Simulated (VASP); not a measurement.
Input of a VASP 6.6.1 run:

File POSCAR:

```
MgO
1.0
    3.2890699178      0.0000003701      0.0000428154
   -1.6445346384      2.8484168906     -0.0000112672
    0.0000655121      0.0000179163      5.0328663153
Mg O
2 2
Direct
    0.3333305417      0.6666653422      0.0048349106
    0.6666654702      0.3333335709      0.5048349184
    0.3333362232      0.6666680361      0.3997651896
    0.6666677648      0.3333330509      0.8997649815
```

Contents of INCAR.step1:

```
SYSTEM = MgO
  PREC = Accurate
  ENCUT = 520
  ISMEAR = 0
  SIGMA = 0.05
  LREAL = .FALSE.
  LASPH = .TRUE.
  NELM = 80
  NBANDS = 16
  GGA = PE
  ALGO = Normal
  EDIFF = 1E-4
  LWAVE = .TRUE.
  LCHARG = .FALSE.
```

Contents of INCAR.step2:

```
SYSTEM = MgO
  PREC = Accurate
  ENCUT = 520
  EDIFF = 1E-7
  ISMEAR = 0
  SIGMA = 0.05
  LREAL = .FALSE.
  LASPH = .TRUE.
  NELM = 80
  ALGO = Normal
  ISIF = 2
  LWAVE = .FALSE.
  LCHARG = .TRUE.
  METAGGA = R2SCAN
  LMIXTAU = .TRUE.
  LELF = .TRUE.
  LVHAR = .TRUE.
  NBANDS = 16
  ISTART = 1
```

File KPOINTS:

```
Automatic mesh
0
G
  6 6 4
  0 0 0
```

Potentials or basis: VASP PAW PBE potentials, release 64 (Mg, O).

Run with:

```sh
$ cat potpaw_PBE.64/Mg/POTCAR potpaw_PBE.64/O/POTCAR > POTCAR
$ cp INCAR.step1 INCAR
$ mpirun -np 1 vasp_std > vasp.out
$ cp INCAR.step2 INCAR
$ mpirun -np 1 vasp_std > vasp.out
```

Question: Predict the largest force.

Answer: 0.004 eV/Å.

Question: What does it give for the band gap on the k mesh?

Answer: 4.20 eV.

Question: What does it give for the pressure?

Answer: -0.6 GPa.

Forces on the atoms (eV/Å):
```
Mg   0.000  0.000  0.004
Mg   0.000  0.000  0.004
O    0.000  0.000 -0.004
O    0.000  0.000 -0.004
```

Caveat: the PAW data sets were made with another functional, which shifts forces and pressure a little.
